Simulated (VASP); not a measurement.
# Al in VASP: a series of runs, part 2 of 2

VASP 6.6.1. The steps go on from the part before.

### Step 4. Single point, PBE

This run uses another cell than the first one: it holds 2 atoms, not 6.

File INCAR:

```
  PREC = Accurate
  ENCUT = 520
  EDIFF = 1E-6
  ISMEAR = 0
  SIGMA = 0.1
  LREAL = F
  LASPH = T
  NELM = 100
  ALGO = Normal
  ISIF = 2
  LWAVE = F
  LCHARG = F
  GGA = PE
  NBANDS = 10
```

File KPOINTS:

```
Automatic mesh
0
Gamma
  18 18 14
```

File POSCAR:

```
Al
1.0
    2.0208104607      2.0208104607      0.0000000000
   -2.0208104607      2.0208104607      0.0000000000
    0.0000000000      0.0000000000      4.0416209214
Al
2
Direct
    0.0000000000      0.0000000000      0.0000000000
    0.5000000000      0.5000000000      0.5000000000
```

Run with:

```bash
> cat potpaw_PBE.64/Al/POTCAR > POTCAR
> mpirun -np 1 vasp_std > vasp.out
```

Wall time 67 s (1 thread of Intel Xeon 8259CL, shared host); peak memory 0.23 GiB.

It converged, with:

- Free energy: -7.4936 eV
- Pressure: -0.1 GPa
- Band gap on the k mesh: zero (bands 3 and 4 overlap by 11.86 eV)

Levels at points of the mesh, in eV from the Fermi level:
| k point | band 1 | band 2 | band 3 | band 4 | band 5 | band 6 | band 7 |
| --- | --- | --- | --- | --- | --- | --- | --- |
| (0.00, 0.00, 0.00) | -11.13 | -2.92 | -1.60 | 5.26 | 5.60 | 5.60 | 9.07 |
| (0.50, 0.00, 0.00) | -6.67 | -6.67 | 1.24 | 1.24 | 2.76 | 2.76 | 9.48 |
| (0.50, 0.50, 0.00) | -2.92 | -2.92 | -1.60 | -1.60 | 5.26 | 5.26 | 5.60 |
| (0.00, 0.00, 0.50) | -8.88 | -8.88 | 7.48 | 7.48 | 7.52 | 7.52 | 7.52 |
| (0.50, 0.00, 0.50) | -4.59 | -4.59 | -4.38 | -4.38 | 11.41 | 11.41 | 11.41 |
| (0.50, 0.50, 0.50) | -0.84 | -0.84 | -0.84 | -0.84 | 0.17 | 0.17 | 1.11 |

### Step 5. Single point, PBE (biaxial strain in the a-b plane: +1.5 %)

File INCAR:

```
PREC = Accurate ; ENCUT = 520
EDIFF = 1E-6 ; ISMEAR = 0
SIGMA = 0.1 ; LREAL = F
LASPH = T ; NELM = 80
ALGO = Normal ; ISIF = 2
LWAVE = F ; LCHARG = F
GGA = PE ; NBANDS = 10
```

File KPOINTS:

```
regular mesh
0
Gamma
  18 18 14
```

File POSCAR:

```
Al
1.0
    2.0511226176      2.0511226176      0.0000000000
   -2.0511226176      2.0511226176      0.0000000000
    0.0000000000      0.0000000000      4.0052463331
Al
2
Direct
    0.0000000000      0.0000000000      0.0000000000
    0.5000000000      0.5000000000      0.5000000000
```

Run with:

```bash
> cat potpaw_PBE.64/Al/POTCAR > POTCAR
> mpirun -np 1 vasp_std > vasp.out
```

It took 89 s on 1 thread of AMD EPYC 7R13, shared host; peak memory 0.2 GiB.

It converged, with:

```
Free energy            : -7.4868 eV
Pressure               : -1.6 GPa
Band gap on the k mesh : zero (bands 3 and 4 overlap by 11.53 eV)
```

Stress tensor (GPa, compression positive):
```
-1.99  0.00  0.00
 0.00 -1.99  0.00
 0.00  0.00 -0.78
```

Levels at points of the mesh, in eV from the Fermi level:
| k point | band 1 | band 2 | band 3 | band 4 | band 5 | band 6 |
| --- | --- | --- | --- | --- | --- | --- |
| (0.00, 0.00, 0.00) | -10.98 | -2.63 | -1.26 | 5.08 | 5.22 | 5.22 |
| (0.50, 0.00, 0.00) | -6.65 | -6.65 | 1.41 | 1.41 | 2.96 | 2.96 |
| (0.50, 0.50, 0.00) | -2.97 | -2.97 | -1.75 | -1.75 | 5.36 | 5.36 |
| (0.00, 0.00, 0.50) | -8.69 | -8.69 | 7.19 | 7.19 | 7.19 | 7.19 |
| (0.50, 0.00, 0.50) | -4.50 | -4.50 | -4.34 | -4.34 | 10.91 | 10.91 |
| (0.50, 0.50, 0.50) | -0.85 | -0.85 | -0.85 | -0.85 | 0.12 | 0.12 |

Caveat: the cell differs from its parent crystal (biaxial strain in the a-b plane: +1.5 %).

### Step 6. Single point, PBE

This run uses another cell than the first one: it holds 16 atoms, not 6.

File INCAR:

```
PREC = Accurate ; ENCUT = 520
EDIFF = 1E-7 ; ISMEAR = 0
SIGMA = 0.1 ; LREAL = Auto
LASPH = True ; NELM = 100
ALGO = Fast ; ISIF = 2
LWAVE = False ; LCHARG = False
GGA = PE ; NBANDS = 38
```

File KPOINTS:

```
regular mesh
0
Gamma
  7 7 7
```

File POSCAR:

```
Al
1.0
   -4.0416209214      4.0416209214     -4.0416209214
    4.0416209214      4.0416209214      4.0416209214
    4.0416209214     -4.0416209214     -4.0416209214
Al
16
Direct
    0.2500000000      0.0000000000      0.7500000000
    0.0000000000      0.2500000000      0.7500000000
    0.5000000000      0.0000000000      0.5000000000
    0.7500000000      0.5000000000      0.7500000000
    0.2500000000      0.2500000000      0.5000000000
    0.5000000000      0.7500000000      0.7500000000
    0.0000000000      0.5000000000      0.5000000000
    0.7500000000      0.0000000000      0.2500000000
    0.5000000000      0.2500000000      0.2500000000
    0.7500000000      0.7500000000      0.5000000000
    0.0000000000      0.0000000000      0.0000000000
    0.2500000000      0.5000000000      0.2500000000
    0.0000000000      0.7500000000      0.2500000000
    0.7500000000      0.2500000000      0.0000000000
    0.5000000000      0.5000000000      0.0000000000
    0.2500000000      0.7500000000      0.0000000000
```

Potentials or basis: VASP PAW PBE potentials, release 64 (Al).

Run with:

```bash
> cat potpaw_PBE.64/Al/POTCAR > POTCAR
> mpirun -np 1 vasp_std > vasp.out
```

OUTCAR:

```text
PREC = Accurate
   ENCUT = 520
   EDIFF = 1E-7
   ISMEAR = 0
   LREAL = Auto
   LASPH = True
   NELM = 100
   ISIF = 2
   GGA = PE

 ion  position               nearest neighbor table
   1  0.250  0.000  0.750-   2 2.86   3 2.86   5 2.86   6 2.86   9 2.86  11 2.86  14 2.86  15 2.86
                            16 2.86  13 2.86   7 2.86  10 2.86
   2  0.000  0.250  0.750-   1 2.86   4 2.86   5 2.86   7 2.86  11 2.86  12 2.86  14 2.86  15 2.86
                            16 2.86   8 2.86  10 2.86   3 2.86
   3  0.500  0.000  0.500-   1 2.86   2 2.86   4 2.86   5 2.86   6 2.86   8 2.86   9 2.86  10 2.86
                            14 2.86  16 2.86  12 2.86  13 2.86
   4  0.750  0.500  0.750-   2 2.86   6 2.86   7 2.86  10 2.86  11 2.86  13 2.86  14 2.86  15 2.86
                            16 2.86   9 2.86   3 2.86   5 2.86
   5  0.250  0.250  0.500-   1 2.86   2 2.86   3 2.86   4 2.86   6 2.86   7 2.86   9 2.86  12 2.86
                            15 2.86  11 2.86  13 2.86   8 2.86
   6  0.500  0.750  0.750-   1 2.86   3 2.86   4 2.86   8 2.86  10 2.86  11 2.86  14 2.86  15 2.86
                            16 2.86  12 2.86   5 2.86   7 2.86
   7  0.000  0.500  0.500-   1 2.86   2 2.86   4 2.86   5 2.86   6 2.86  10 2.86  12 2.86  13 2.86
                            16 2.86  14 2.86   8 2.86   9 2.86
   8  0.750  0.000  0.250-   2 2.86   3 2.86   5 2.86   7 2.86   9 2.86  10 2.86  11 2.86  13 2.86
                            14 2.86   6 2.86  15 2.86  16 2.86
   9  0.500  0.250  0.250-   3 2.86   4 2.86   5 2.86   7 2.86   8 2.86  10 2.86  12 2.86  14 2.86
                            15 2.86   1 2.86  16 2.86  11 2.86
  10  0.750  0.750  0.500-   1 2.86   2 2.86   3 2.86   4 2.86   6 2.86   7 2.86   8 2.86  11 2.86
                            13 2.86  15 2.86   9 2.86  12 2.86
  11  0.000  0.000  0.000-   1 2.86   2 2.86   5 2.86   8 2.86   9 2.86  12 2.86  13 2.86  14 2.86
                            16 2.86  10 2.86   4 2.86   6 2.86
  12  0.250  0.500  0.250-   3 2.86   5 2.86   6 2.86   7 2.86   9 2.86  10 2.86  13 2.86  15 2.86
                            16 2.86   2 2.86  11 2.86  14 2.86
  13  0.000  0.750  0.250-   1 2.86   3 2.86   5 2.86   7 2.86   8 2.86  10 2.86  11 2.86  12 2.86
                            16 2.86   4 2.86  14 2.86  15 2.86
  14  0.750  0.250  0.000-   2 2.86   4 2.86   7 2.86   8 2.86   9 2.86  11 2.86  12 2.86  13 2.86
                            15 2.86   3 2.86   6 2.86   1 2.86
  15  0.500  0.500  0.000-   4 2.86   6 2.86   8 2.86   9 2.86  10 2.86  12 2.86  13 2.86  14 2.86
                            16 2.86   5 2.86   1 2.86   2 2.86
  16  0.250  0.750  0.000-   1 2.86   3 2.86   6 2.86   8 2.86   9 2.86  11 2.86  12 2.86  13 2.86
                            15 2.86   7 2.86   2 2.86   4 2.86

  LATTYP: Found a body centered cubic cell.
 ALAT       =     8.0832418428

  Lattice vectors:

 A1 = (  -4.0416209214,   4.0416209214,  -4.0416209214)
 A2 = (   4.0416209214,   4.0416209214,   4.0416209214)
 A3 = (   4.0416209214,  -4.0416209214,  -4.0416209214)

Analysis of symmetry for initial positions (statically):
=====================================================================
 Subroutine PRICEL returns following result:

  LATTYP: Found a face centered cubic cell.
 ALAT       =     4.0416209214

  Lattice vectors:

 A1 = (   2.0208104607,   0.0000000000,   2.0208104607)
 A2 = (   0.0000000000,  -2.0208104607,   2.0208104607)
 A3 = (   2.0208104607,  -2.0208104607,   0.0000000000)

  16 primitive cells build up your supercell.

 Routine SETGRP: Setting up the symmetry group for a
 body centered cubic supercell.

 Subroutine GETGRP returns: Found 48 space group operations
 (whereof 48 operations were pure point group operations)
 out of a pool of 48 trial point group operations.

The static configuration has the point symmetry O_h .

Analysis of symmetry for dynamics (positions and initial velocities):
=====================================================================
 Subroutine PRICEL returns following result:
[... 104 lines left out ...]
   ISTART =      0    job   : 0-new  1-cont  2-samecut
   ICHARG =      2    charge: 1-file 2-atom 10-const
   ISPIN  =      1    spin polarized calculation?
   LNONCOLLINEAR =      F non collinear calculations
   LSORBIT =      F    spin-orbit coupling
   LASPH  =      T    aspherical Exc in radial PAW
   ENCUT  =  520.0 eV  38.22 Ry    6.18 a.u.  13.02 13.02 13.02*2*pi/ulx,y,z
   NELM   =    100;   NELMIN=  2; NELMDL= -5     # of ELM steps
   EDIFF  = 0.1E-06   stopping-criterion for ELM
   LREAL  =      T    real-space projection
   EDIFFG = 0.1E-05   stopping-criterion for IOM
   NSW    =      0    number of steps for IOM
   IBRION =     -1    ionic relax: 0-MD 1-quasi-New 2-CG
   NFREE  =      0    steps in history (QN), initial steepest desc. (CG)
   ISIF   =      2    stress and relaxation
   ISYM   =      2    0-nonsym 1-usesym 2-fastsym
   POTIM  = 0.5000    time-step for ionic-motion
   TEBEG  =    0.0;   TEEND  =   0.0 temperature during run
   PSTRESS=    0.0 pullay stress
   NELECT =      48.0000    total number of electrons
   NUPDOWN=      -1.0000    fix difference up-down
   EMIN   =  10.00;   EMAX   =-10.00  energy-range for DOS
   EFERMI =   0.00;   METHOD = LEGACY
   ISMEAR =     0;   SIGMA  =   0.10  broadening in eV -4-tet -1-fermi 0-gaus
   EFERMI_NEDOS =   21; number of points for ismear=-14 and -15
   IALGO  =     68    algorithm
   IMIX   =      4    mixing-type and parameters
     AMIX     =   0.40;   BMIX     =  1.00
     AMIX_MAG =   1.60;   BMIX_MAG =  1.00
  volume/ion in A,a.u.               =      16.50       111.38
  Fermi-wavevector in a.u.,A,eV,Ry     =   0.927356  1.752448 11.700855  0.859989
  Thomas-Fermi vector in A             =   2.053417
   LORBIT       =      0    0 simple, 1 ext, 2 COOP (PROOUT), +10 PAW based schemes
   GGA     = PE    functional components
   LHFCALC =     F    Hartree Fock is set to
   AEXX    =    0.0000 exact exchange contribution
   IVDW    =     0    specifies the selected vdW correction
   LEPSILON=     F    determine dielectric tensor
   LRPA    =     F    only Hartree local field effects (RPA)
 non-spin polarized calculation
 RMM-DIIS sequential band-by-band and
 Gauss-broadening in eV      SIGMA  =   0.10
  energy-cutoff  :      520.00
  volume of cell :      264.07
 maximum number of plane-waves:      7147
 NGX is ok and might be reduce to    54

 number of electron      48.0000001 magnetization

 Free energy of the ion-electron system (eV)
  ---------------------------------------------------
  ext. energy  EPLUGINS =         0.00000000
  ---------------------------------------------------
  free energy    TOTEN  =       -59.97725903 eV

  energy without entropy =      -59.93849713  energy(sigma->0) =      -59.95787808

 E-fermi :   7.9652     XC(G=0): -10.1957

 val. band max:        7.9635503785   @ k =   0.1429   0.1429   0.1429
 cond. band min:       7.9749126953   @ k =  -0.4286   0.4286   0.1429
 fundamental gap:      0.0113623168
 Fermi energy:         7.9651780286

 k-point     1 :       0.0000    0.0000    0.0000
  band No.  band energies     occupation
      1      -3.1357      2.00000
      2       1.3251      2.00000
      3       1.3251      2.00000
      4       1.3251      2.00000
      5       1.3251      2.00000
      6       1.3251      2.00000
[... 769 lines left out ...]
     35       9.5574      0.00000
     36       9.5574      0.00000
 [bands above 36 left out]

------------------------ aborting loop because EDIFF is reached ----------------------------------------

  FORCE on cell =-STRESS in cart. coord.  units (eV):
  Direction    XX          YY          ZZ          XY          YZ          ZX
  --------------------------------------------------------------------------------------
  -------------------------------------------------------------------------------------
  Total       -0.0499519     -0.0499519     -0.0499519      0.0000000     -0.0000000      0.0000000
  in kB       -0.3030654     -0.3030654     -0.3030654      0.0000000     -0.0000000      0.0000000
  external PRESSURE =      -0.3030654 kB  Pullay stress =       0.0000000 kB

 VOLUME and BASIS-vectors are now :
 -----------------------------------------------------------------------------
  energy-cutoff  :      520.00
  volume of cell :      264.07
      direct lattice vectors                 reciprocal lattice vectors
    -4.041620921  4.041620921 -4.041620921     0.000000000  0.123712740 -0.123712740
     4.041620921  4.041620921  4.041620921     0.123712740  0.123712740  0.000000000
     4.041620921 -4.041620921 -4.041620921     0.123712740  0.000000000 -0.123712740

 POSITION                                       TOTAL-FORCE (eV/Angst)
 -----------------------------------------------------------------------------------
      2.02081     -2.02081     -4.04162        -0.000000     -0.000000     -0.000000
      4.04162     -2.02081     -2.02081        -0.000000      0.000000     -0.000000
      0.00000      0.00000     -4.04162         0.000000     -0.000000      0.000000
      2.02081      2.02081     -4.04162         0.000000     -0.000000     -0.000000
      2.02081      0.00000     -2.02081        -0.000000      0.000000      0.000000
      4.04162      2.02081     -2.02081        -0.000000     -0.000000     -0.000000
[... 8 lines left out ...]
      0.00000      4.04162      0.00000         0.000000      0.000000      0.000000
      2.02081      4.04162      2.02081        -0.000000     -0.000000      0.000000
 -----------------------------------------------------------------------------------
    total drift:                                0.000000     -0.000000     -0.000000

  FREE ENERGIE OF THE ION-ELECTRON SYSTEM (eV)
  ---------------------------------------------------
  free  energy   TOTEN  =       -59.9772590255 eV

  energy  without entropy=      -59.9384971274  energy(sigma->0) =      -59.95787808
```

Run time: 5.6 min. Hardware: 1 thread of AMD EPYC 7R13 (Zen 3), shared host; peak memory 0.39 GiB.

Results:

| Quantity | Value |
| --- | --- |
| Free energy | -59.9773 eV |
| Pressure | 0.0 GPa |
| Band gap on the k mesh | zero (bands 24 and 25 overlap by 2.12 eV) |

Levels at points of the mesh, in eV from the Fermi level:
| k point | band 22 | band 23 | band 24 | band 25 | band 26 | band 27 |
| --- | --- | --- | --- | --- | --- | --- |
| (0.00, 0.00, 0.00) | 1.27 | 1.27 | 1.27 | 1.27 | 1.27 | 1.27 |

### Step 7. The runs side by side

```tsv
task	cell	k mesh	cutoff (eV)	gap on the mesh (eV)	pressure (GPa)
single point	a = 4.902, b = 4.914, c = 5.016 Å, angles 80.5, 70.8, 60.1°, 6 atoms, atomic positions A	8 × 8 × 8	520	none	0.0
relaxation of cell and atoms	relaxed from a = 4.950 Å, angles 80.4, 70.5, 60.0°, 6 atoms, atomic positions A	8 × 8 × 8	600	none	0.1
single point	a = 2.858, b = 2.858, c = 4.042 Å, 2 atoms, atomic positions B	18 × 18 × 14	520	none	-0.1
single point	a = 2.901, b = 2.901, c = 4.005 Å, 2 atoms, atomic positions B	18 × 18 × 14	520	none	-1.6
single point	a = 7.000 Å, angles 109.5°, 16 atoms, atomic positions C	7 × 7 × 7	520	none	0.0
```

Alike in all rows: level PBE; potentials or basis VASP PAW PBE potentials, release 64 (Al); no spin polarisation; smearing gaussian 0.1 eV.

Absolute energies hang on the potentials; compare differences alone.
